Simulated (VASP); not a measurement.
A run of VASP 6.6.1 is set up as follows.

The input INCAR:

```
SYSTEM = Ba2IrO4
PREC = Accurate ; ENCUT = 520
EDIFF = 1E-6 ; ISMEAR = -1
SIGMA = 0.1 ; LREAL = .False.
LASPH = .True. ; NELM = 60
ALGO = Normal ; ISIF = 2
LWAVE = .False. ; LCHARG = .True.
GGA = CA ; LELF = .True.
LVHAR = .True. ; NBANDS = 36
```

File KPOINTS:

```
regular mesh
0
Gamma
  9 9 9
  0 0 0
```

File POSCAR:

```
Ba2IrO4
1.0
   -1.9469479636      1.9469479636      6.4865274682
    1.9469479636     -1.9469479636      6.4865274682
    1.9469479636      1.9469479636     -6.4865274682
Ba Ir O
2 1 4
Direct
    0.3549070000      0.3549070000      0.0000000000
    0.6450930000      0.6450930000      0.0000000000
    0.0000000000      0.0000000000      0.0000000000
    0.5000000000      0.0000000000      0.5000000000
    0.1542060000      0.1542060000      0.0000000000
    0.8457940000      0.8457940000      0.0000000000
    0.0000000000      0.5000000000      0.5000000000
```

Potentials or basis: VASP PAW LDA potentials, release 64 (Ba_sv, Ir, O).

Command:

```sh
$ cat potpaw_LDA.64/Ba_sv/POTCAR potpaw_LDA.64/Ir/POTCAR potpaw_LDA.64/O/POTCAR > POTCAR
$ mpirun -np 1 vasp_std > vasp.out
```

Task: Estimate the band gap on the k mesh.

Result: Zero (an odd number of electrons rules out a gap without spin polarisation).

Task: What does it give for the pressure?

Result: 10.6 GPa.

Task: Predict the largest force.

Result: 0.613 eV/Å.

Stress tensor (GPa, compression positive):
```
10.85  0.00  0.00
 0.00 10.85  0.00
 0.00  0.00 10.02
```

Caveat: the cell stands under pressure; spin-orbit coupling is left out, which moves the levels of the heavy elements; an odd number of electrons without spin polarisation forces a metal; a magnetic or distorted state may lie lower.
